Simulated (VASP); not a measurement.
Here is a VASP 6.6.1 calculation.

Contents of INCAR:

```
SYSTEM = SrO
PREC = Accurate
ENCUT = 520
EDIFF = 1E-7
ISMEAR = -1
SIGMA = 0.02
LREAL = .False.
LASPH = .True.
NELM = 80
ALGO = Normal
ISIF = 2
LWAVE = .False.
LCHARG = .False.
GGA = PE
NBANDS = 15
```

KPOINTS

```
Automatic mesh
0
Gamma
  8 8 8
  0 0 0
```

File POSCAR:

```
SrO
1.0
    0.0000000000      2.4766966334      2.4766966334
    2.4766966334      0.0000000000      2.4766966334
    2.4766966334      2.4766966334      0.0000000000
Sr O
1 1
Direct
    0.0000000000      0.0000000000      0.0000000000
    0.5000000000      0.5000000000      0.5000000000
```

Potentials or basis: VASP PAW PBE potentials, release 64 (Sr_sv, O).

Command:

```bash
$ cat potpaw_PBE.64/Sr_sv/POTCAR potpaw_PBE.64/O/POTCAR > POTCAR
$ mpirun -np 1 vasp_std > vasp.out
```

Q: Estimate the band gap on the k mesh.

A: 3.16 eV, direct.

Q: Predict the pressure.

A: 17.6 GPa.

Caveat: the cell differs from its parent crystal (strain -4.0%). A k mesh can miss the band edges.
